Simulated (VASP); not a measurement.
The system is MgCd3Se3.

```xyz
7
Lattice="6.2582 0.0000 0.0000 -3.1291 5.4197 0.0000 0.0000 0.0000 5.5490" Properties=species:S:1:pos:R:3 pbc="T T T"
Mg    0.0000    0.0000    2.7745
Cd    0.0000    0.0000    0.0000
Cd    3.1291    1.8066    0.0000
Cd    0.0000    3.6131    2.7745
Se    1.4618    2.7692    0.0000
Se    0.0000    5.3010    0.0000
Se   -1.4618    2.7692    0.0000
```

* Program: VASP 6.6.1
* Task: relaxation of cell and atoms
* Functional: PBE
* Potentials or basis: VASP PAW PBE potentials, release 64 (Mg, Cd, Se)
* Cutoff: 600 eV
* k mesh: 3 × 3 × 3
* Occupations: gaussian, width 0.2 eV
* Spin: no spin polarisation

At the start: pressure 33.6 GPa; volume 26.89 Å³/atom.

Task: Where does the relaxation end?

Result: Over 15 steps the energy falls by 1699.4 meV/atom and the volume is 35.13 Å³/atom (+30.7 %); space group P-6m2 (No. 187, to 0.05 Å).

Step by step:
```csv
step,energy change (eV),largest force (eV/Å),pressure (GPa),volume (Å³)
1,0.0000,18.1458,33.60,188.21
2,-3.6518,16.9208,9.56,371.53
3,-7.0656,8.2037,5.44,334.14
4,-8.0390,6.1691,4.08,317.61
5,-10.2166,3.3572,2.03,258.92
6,-10.6505,1.6901,4.83,222.21
7,-10.6038,3.0989,2.62,240.71
8,-10.7170,2.5527,3.46,231.37
9,-11.6571,0.8157,-0.75,255.18
10,-11.7186,0.2851,-1.76,265.79
11,-11.7208,0.3565,-1.61,264.01
12,-11.8686,0.0888,-0.87,253.94
13,-11.8877,0.0224,-0.45,249.53
14,-11.8879,0.0349,-0.40,249.02
15,-11.8958,0.0345,-0.08,245.93
```

Final structure:
```
CELL_PARAMETERS angstrom
7.39392 0.00000 0.00000
-3.69696 6.40332 0.00000
0.00000 0.00000 5.19426
ATOMIC_POSITIONS crystal
Mg 0.00000 0.00000 0.50000
Cd 0.00000 0.00000 0.00000
Cd 0.66667 0.33333 0.00000
Cd 0.33333 0.66667 0.50000
Se 0.46636 0.53364 0.00000
Se 0.46636 0.93272 0.00000
Se 0.06728 0.53364 0.00000
```

Caveat: the k points lie up to 0.40 Å⁻¹ apart in the final cell; the volume moved by over 15 % at a fixed basis, so the end points are rough; the relaxation stopped at a loose force limit of 0.08 eV/Å, so its end isn't a converged minimum.
